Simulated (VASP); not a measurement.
# C: relaxation of cell and atoms with PBE

The system is C.

```
C
1.0
     2.46729    0.00000    0.00000
    -1.23365    2.13674    0.00000
     0.00000    0.00000    7.80307
C
4
Direct
  0.00000 0.00000 0.25000
  0.00000 0.00000 0.75000
  0.33333 0.66667 0.25000
  0.66667 0.33333 0.75000
```

```json
{
  "Program": "VASP 6.6.1",
  "Task": "relaxation of cell and atoms",
  "Functional": "PBE",
  "Potentials or basis": "VASP PAW PBE potentials, release 64 (C)",
  "Cutoff": "600 eV",
  "k mesh": "18 × 18 × 6",
  "Occupations": "gaussian, width 0.1 eV",
  "Spin": "no spin polarisation",
  "Dipole correction": "no",
  "Further INCAR settings": "ALGO = Normal; EDIFF = 1e-06; IBRION = 2; EDIFFG = -0.005; NSW = 100; ISIF = 3"
}
```

| Quantity | Value |
| --- | --- |
| Relaxed volume | 10.39 Å³/atom |
| Relaxed cell | a = 2.467 Å, b = 2.467 Å, c = 7.890 Å, α = 90.00°, β = 90.00°, γ = 120.00° |
| Space group after relaxing (to 0.05 Å) | P6_3/mmc (No. 194) |
| Energy gained by relaxing | 0.1 meV/atom |
| Ionic steps | 26 |
| Pressure after relaxing | 0.0 GPa |
| Band gap on the k mesh | zero (filled and empty bands overlap) |

The path:
```csv
step,energy change (eV),largest force (eV/Å),pressure (GPa),volume (Å³)
1,0.0000,0.0000,-0.09,41.14
2,0.0000,0.0000,0.39,41.10
3,0.0000,0.0000,0.10,41.12
4,0.0000,0.0000,0.07,41.12
5,0.0000,0.0000,0.05,41.14
6,-0.0001,0.0000,-0.05,41.20
7,-0.0001,0.0000,-0.20,41.32
8,-0.0001,0.0000,-0.51,41.56
9,-0.0001,0.0000,-0.29,41.40
10,-0.0001,0.0000,-0.43,41.48
11,-0.0001,0.0000,-0.32,41.43
12,-0.0001,0.0000,-0.38,41.46
13,-0.0001,0.0000,-0.36,41.46
14,-0.0001,0.0000,-0.37,41.47
15,-0.0002,0.0000,-0.37,41.48
16,-0.0002,0.0000,-0.37,41.50
17,-0.0002,0.0000,-0.38,41.54
18,-0.0002,0.0000,-0.40,41.62
19,-0.0003,0.0000,-0.29,41.61
20,-0.0003,0.0000,-0.13,41.59
21,-0.0003,0.0000,0.21,41.55
22,-0.0003,0.0000,0.03,41.57
23,-0.0003,0.0000,0.02,41.57
24,-0.0003,0.0000,0.03,41.57
25,-0.0003,0.0000,0.04,41.57
26,-0.0003,0.0000,0.03,41.58
```

Final structure:
```
C
1.0
     2.46679    0.00000    0.00000
    -1.23339    2.13630    0.00000
     0.00000    0.00000    7.89008
C
4
Direct
  0.00000 0.00000 0.25000
  0.00000 0.00000 0.75000
  0.33333 0.66667 0.25000
  0.66667 0.33333 0.75000
```

Levels at points of the mesh, in eV from the Fermi level:
```tsv
k point	band 4	band 5	band 6	band 7	band 8	band 9	band 10	band 11	band 12
(0.00, 0.00, 0.00)	-7.19	-3.04	-3.04	-3.04	-3.04	3.34	7.43	8.30	8.31
(0.50, 0.00, 0.00)	-13.22	-6.42	-6.41	-2.49	-2.24	1.54	1.87	7.31	7.42
(0.00, 0.00, 0.50)	-7.61	-3.04	-3.04	-3.04	-3.04	4.95	4.95	8.31	8.31
(0.50, 0.00, 0.50)	-13.23	-6.41	-6.41	-2.36	-2.36	1.67	1.67	7.36	7.36
```

It took 17 min on 1 thread of AMD EPYC 7R13, with other jobs on the host, peak memory 0.18 GiB.

Caveat: this functional lacks dispersion, which binds the layers, so the pressure and a relaxed spacing across them are unreliable.
